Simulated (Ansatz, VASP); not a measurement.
SiO2: VASP beside Ansatz

```
Si O
1.0
     7.16000    0.00000    0.00000
     0.00000    7.16000    0.00000
     0.00000    0.00000    7.16000
Si O
8 16
Cartesian
  1.8258 1.8258 1.8258
  1.7542 5.3342 5.4058
  5.4058 1.7542 5.3342
  5.3342 5.4058 1.7542
  7.1027 7.1027 7.1027
  3.6373 0.0573 3.5227
  3.5227 3.6373 0.0573
  0.0573 3.5227 3.6373
  0.8950 0.8950 0.8950
  2.6850 6.2650 4.4750
  4.4750 2.6850 6.2650
  6.2650 4.4750 2.6850
  4.7256 4.7256 0.4439
  6.0144 2.4344 4.0239
  1.1456 6.0144 6.7161
  2.4344 1.1456 3.1361
  0.4439 4.7256 4.7256
  4.0239 6.0144 2.4344
  6.7161 1.1456 6.0144
  3.1361 2.4344 1.1456
  4.7256 0.4439 4.7256
  2.4344 4.0239 6.0144
  6.0144 6.7161 1.1456
  1.1456 3.1361 2.4344
```

Alike in both runs: task electric field gradients; functional PBE; k mesh 4 × 4 × 4; occupations fermi-dirac, width 0.02 eV; no spin polarisation.

|  | VASP | Ansatz |
| --- | --- | --- |
| version | VASP 6.6.1 | Ansatz 0.2.0 |
| potentials or method | VASP PAW PBE potentials, release 64 (Si, O) | plane-wave PAW, scalar-relativistic |
| plane-wave cutoff (eV) | 520 | 420 |
| valence electrons in the cell | 128 | 128 |

VASP gave:

```
gap on the k mesh at the Fermi level (eV)            : 4.16
pressure (GPa)                                       : 3.3
rms of the force components (eV/Å)                   : 1.618
size of Vzz on the site where it differs most (V/Å²) : 103.6
```

What did Ansatz give for the same quantities?

gap on the k mesh at the Fermi level (eV): 4.18; pressure (GPa): 3.1; rms of the force components (eV/Å): 1.603; size of Vzz on the site where it differs most (V/Å²): 108.4.

Atom by atom the forces differ by 0.018 eV/Å (rms over components).
